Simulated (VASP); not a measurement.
# TaN (I4mm) in VASP: a series of runs, part 2 of 2

VASP 6.6.1. Earlier steps stand in the parts before.

## 3. Single point, LDA

This run uses another cell than the first one, of 9.77 Å³/atom, 0.905 times its volume.

Contents of INCAR:

```
ALGO = Normal
EDIFF = 1E-6
ENCUT = 600
GGA = CA
GGA_COMPAT = F
ISIF = 2
ISMEAR = 0
LASPH = T
LCHARG = T
LELF = T
LREAL = F
LVHAR = T
LWAVE = F
NBANDS = 16
NELM = 120
PREC = Accurate
SIGMA = 0.15
```

Contents of KPOINTS:

```
k-points
0
Gamma
  18 18 18
```

Contents of POSCAR:

```
TaN
1.0
    0.0000000000      2.1375325951      2.1375325951
    2.1375325951      0.0000000000      2.1375325951
    2.1375325951      2.1375325951      0.0000000000
Ta N
1 1
Direct
    0.4956556505      0.5043443495      0.5043443495
    0.0561219980     -0.0561219980     -0.0561219980
```

Potentials or basis: VASP PAW LDA potentials, release 64 (Ta_sv_GW, N).

Run with:

```console
cat potpaw_LDA.64/Ta_sv_GW/POTCAR potpaw_LDA.64/N/POTCAR > POTCAR
mpirun -np 1 vasp_std > vasp.out
```

OUTCAR:

```text
EDIFF = 1E-6
   ENCUT = 600
   GGA = CA
   ISIF = 2
   ISMEAR = 0
   LASPH = T
   LREAL = F
   NELM = 120
   PREC = Accurate

 ion  position               nearest neighbor table
   1  0.496  0.504  0.504-   2 1.88   2 2.15   2 2.15   2 2.15   2 2.15   2 2.40
   2  0.056  0.944  0.944-   1 1.88   1 2.15   1 2.15   1 2.15   1 2.15   1 2.40

  LATTYP: Found a face centered cubic cell.
 ALAT       =     4.2750651902

  Lattice vectors:

 A1 = (   0.0000000000,   2.1375325951,   2.1375325951)
 A2 = (   2.1375325951,   0.0000000000,   2.1375325951)
 A3 = (   2.1375325951,   2.1375325951,   0.0000000000)

Analysis of symmetry for initial positions (statically):
=====================================================================
 Subroutine PRICEL returns:
 Original cell was already a primitive cell.

 Routine SETGRP: Setting up the symmetry group for a
 face centered cubic supercell.

 Subroutine GETGRP returns: Found  8 space group operations
 (whereof  8 operations were pure point group operations)
 out of a pool of 48 trial point group operations.

The static configuration has the point symmetry C_4v.

Analysis of symmetry for dynamics (positions and initial velocities):
=====================================================================
 Subroutine PRICEL returns:
 Original cell was already a primitive cell.

 Routine SETGRP: Setting up the symmetry group for a
 face centered cubic supercell.

 Subroutine GETGRP returns: Found  8 space group operations
 (whereof  8 operations were pure point group operations)
 out of a pool of 48 trial point group operations.

The dynamic configuration has the point symmetry C_4v.

 Subroutine INISYM returns: Found  8 space group operations
 (whereof  8 operations are pure point group operations),
 and found     1 'primitive' translations

----------------------------------------------------------------------------------------

                                     Primitive cell

  volume of cell :      19.5330

  direct lattice vectors                    reciprocal lattice vectors
     0.000000000  2.137532595  2.137532595    -0.233914562  0.233914562  0.233914562
     2.137532595  0.000000000  2.137532595     0.233914562 -0.233914562  0.233914562
     2.137532595  2.137532595  0.000000000     0.233914562  0.233914562 -0.233914562

  length of vectors
     3.022927586  3.022927586  3.022927586     0.405151905  0.405151905  0.405151905

  position of ions in fractional coordinates (direct lattice)
     0.495655650  0.504344350  0.504344350
     0.056121998  0.943878002  0.943878002

  ion indices of the primitive-cell ions
   primitive index   ion index
                 1           1
                 2           2

----------------------------------------------------------------------------------------

 KPOINTS: k-points

Automatic generation of k-mesh.
 Grid dimensions read from file:
 generate k-points for:   18   18   18

 Generating k-lattice:

  Cartesian coordinates                     Fractional coordinates (reciprocal lattice)
    -0.012995253  0.012995253  0.012995253     0.055555556  0.000000000  0.000000000
     0.012995253 -0.012995253  0.012995253     0.000000000  0.055555556  0.000000000
     0.012995253  0.012995253 -0.012995253     0.000000000  0.000000000  0.055555556

  Length of vectors
     0.022508439  0.022508439  0.022508439

  Shift w.r.t. Gamma in fractional coordinates (k-lattice)
     0.000000000  0.000000000  0.000000000

 Subroutine IBZKPT returns following result:
 ===========================================

 Found    480 irreducible k-points:

 Following reciprocal coordinates:
            Coordinates               Weight
  0.000000  0.000000  0.000000      1.000000
  0.055556  0.000000  0.000000      8.000000
  0.111111  0.000000  0.000000      8.000000
  0.166667  0.000000  0.000000      8.000000
  0.222222  0.000000  0.000000      8.000000
  0.277778  0.000000  0.000000      8.000000
[... 16 lines left out ...]
  0.388889  0.055556  0.000000     16.000000
  0.000000  0.388889  0.055556      8.000000
 [... further k-points ...]
   k-points           NKPTS =    480   k-points in BZ     NKDIM =    480   number of bands    NBANDS=     16
   number of dos      NEDOS =    301   number of ions     NIONS =      2
   total plane-waves  NPLWV =  13824
   dimension x,y,z NGX =    24 NGY =   24 NGZ =   24
   dimension x,y,z NGXF=    48 NGYF=   48 NGZF=   48
   ions per type =               1   1
   NGX,Y,Z   is equivalent  to a cutoff of  13.20, 13.20, 13.20 a.u.
   NGXF,Y,Z  is equivalent  to a cutoff of  26.40, 26.40, 26.40 a.u.
 SYSTEM =  unknown system
   PREC   = accura    normal or accurate (medium, high low for compatibility)
   ISTART =      0    job   : 0-new  1-cont  2-samecut
   ICHARG =      2    charge: 1-file 2-atom 10-const
   ISPIN  =      1    spin polarized calculation?
   LNONCOLLINEAR =      F non collinear calculations
   LSORBIT =      F    spin-orbit coupling
   LASPH  =      T    aspherical Exc in radial PAW
   ENCUT  =  600.0 eV  44.10 Ry    6.64 a.u.   6.04  6.04  6.04*2*pi/ulx,y,z
   NELM   =    120;   NELMIN=  2; NELMDL= -5     # of ELM steps
   EDIFF  = 0.1E-05   stopping-criterion for ELM
   LREAL  =      F    real-space projection
   EDIFFG = 0.1E-04   stopping-criterion for IOM
   NSW    =      0    number of steps for IOM
   IBRION =     -1    ionic relax: 0-MD 1-quasi-New 2-CG
   NFREE  =      0    steps in history (QN), initial steepest desc. (CG)
   ISIF   =      2    stress and relaxation
   ISYM   =      2    0-nonsym 1-usesym 2-fastsym
   POTIM  = 0.5000    time-step for ionic-motion
   TEBEG  =    0.0;   TEEND  =   0.0 temperature during run
   PSTRESS=    0.0 pullay stress
   NELECT =      18.0000    total number of electrons
   NUPDOWN=      -1.0000    fix difference up-down
   EMIN   =  10.00;   EMAX   =-10.00  energy-range for DOS
   EFERMI =   0.00;   METHOD = LEGACY
   ISMEAR =     0;   SIGMA  =   0.15  broadening in eV -4-tet -1-fermi 0-gaus
   EFERMI_NEDOS =   21; number of points for ismear=-14 and -15
   IALGO  =     38    algorithm
   IMIX   =      4    mixing-type and parameters
     AMIX     =   0.40;   BMIX     =  1.00
     AMIX_MAG =   1.60;   BMIX_MAG =  1.00
  volume/ion in A,a.u.               =       9.77        65.91
  Fermi-wavevector in a.u.,A,eV,Ry     =   1.593100  3.010522 34.531127  2.537966
  Thomas-Fermi vector in A             =   2.691382
   LORBIT       =      0    0 simple, 1 ext, 2 COOP (PROOUT), +10 PAW based schemes
   GGA     = CA    functional components
   LHFCALC =     F    Hartree Fock is set to
   AEXX    =    0.0000 exact exchange contribution
   IVDW    =     0    specifies the selected vdW correction
   LEPSILON=     F    determine dielectric tensor
   LRPA    =     F    only Hartree local field effects (RPA)
 non-spin polarized calculation
 Gauss-broadening in eV      SIGMA  =   0.15
  energy-cutoff  :      600.00
  volume of cell :       19.53
 maximum number of plane-waves:       663
   NGX = 13   NGY = 13   NGZ = 13

 number of electron      18.0000000 magnetization

 Free energy of the ion-electron system (eV)
  ---------------------------------------------------
  ext. energy  EPLUGINS =         0.00000000
  ---------------------------------------------------
  free energy    TOTEN  =       -26.11909693 eV

  energy without entropy =      -26.10949201  energy(sigma->0) =      -26.11429447

 E-fermi :  14.7094     XC(G=0): -14.5309

 val. band max:       14.7033495331   @ k =   0.0000   0.3889   0.0556
 cond. band min:      14.7160740362   @ k =   0.2778   0.0556  -0.2222
 fundamental gap:      0.0127245032
 Fermi energy:        14.7094012272

 k-point     1 :       0.0000    0.0000    0.0000
  band No.  band energies     occupation
      1     -54.0342      2.00000
      2     -20.5802      2.00000
      3     -20.4218      2.00000
      4     -20.4218      2.00000
      5      -4.4193      2.00000
      6       9.4359      2.00000
[... 8 lines left out ...]
     15      23.8902      0.00000
     16      39.2322      0.00000
[... 419 lines left out ...]
 k-point    24 :       0.0000    0.3889    0.0556
  band No.  band energies     occupation
      1     -53.9573      2.00000
      2     -21.5308      2.00000
      3     -20.6124      2.00000
      4     -20.5459      2.00000
      5      -1.6506      2.00000
      6       4.7499      2.00000
[... 8 lines left out ...]
     15      27.5406      0.00000
     16      29.5654      0.00000

 [... further k-points ...]

------------------------ aborting loop because EDIFF is reached ----------------------------------------

  FORCE on cell =-STRESS in cart. coord.  units (eV):
  Direction    XX          YY          ZZ          XY          YZ          ZX
  --------------------------------------------------------------------------------------
  -------------------------------------------------------------------------------------
  Total        8.4968616      2.7710129      2.7710129      0.0000000      0.0000000      0.0000000
  in kB      696.9488313    227.2902943    227.2902943      0.0000000      0.0000000      0.0000000
  external PRESSURE =     383.8431400 kB  Pullay stress =       0.0000000 kB

 VOLUME and BASIS-vectors are now :
 -----------------------------------------------------------------------------
  energy-cutoff  :      600.00
  volume of cell :       19.53
      direct lattice vectors                 reciprocal lattice vectors
     0.000000000  2.137532595  2.137532595    -0.233914562  0.233914562  0.233914562
     2.137532595  0.000000000  2.137532595     0.233914562 -0.233914562  0.233914562
     2.137532595  2.137532595  0.000000000     0.233914562  0.233914562 -0.233914562

 POSITION                                       TOTAL-FORCE (eV/Angst)
 -----------------------------------------------------------------------------------
      2.15610      2.13753      2.13753        -4.287756      0.000000      0.000000
      4.03514      2.13753      2.13753         4.287756      0.000000      0.000000
 -----------------------------------------------------------------------------------
    total drift:                               -0.000223     -0.000000     -0.000000

  FREE ENERGIE OF THE ION-ELECTRON SYSTEM (eV)
  ---------------------------------------------------
  free  energy   TOTEN  =       -26.1190969328 eV

  energy  without entropy=      -26.1094920072  energy(sigma->0) =      -26.11429447
```

Wall time 47 s (1 thread of Intel Xeon 6975P-C (Granite Rapids), shared host); peak memory 0.3 GiB.

What came out:

- Free energy: -26.1191 eV
- Pressure: 38.4 GPa
- Largest force: 4.288 eV/Å
- Band gap on the k mesh: zero (band 9 reaches 16.52 eV, above the bottom of band 10 at 13.19 eV)

Forces in eV/Å, atoms in the order of the input:
```
Ta  -4.288  0.000  0.000
N    4.288  0.000  0.000
```

Levels at points of the mesh, in eV from the Fermi level:
```csv
k point,band 7,band 8,band 9,band 10,band 11,band 12
"(0.00, 0.00, 0.00)",-5.27,-5.11,-2.14,-0.65,-0.65,0.25
"(0.50, 0.00, 0.00)",-8.05,-7.89,1.81,2.25,2.46,4.19
"(0.50, 0.50, 0.00)",-6.61,-4.90,-2.75,3.08,4.16,4.25
"(0.00, 0.50, 0.50)",-5.91,-4.69,-4.69,2.65,3.96,4.14
```

Caveat: spin-orbit coupling is left out, which moves the levels of the heavy elements; forces of over 1 eV/Å act on the atoms, so gaps and moduli don't describe the material at rest.
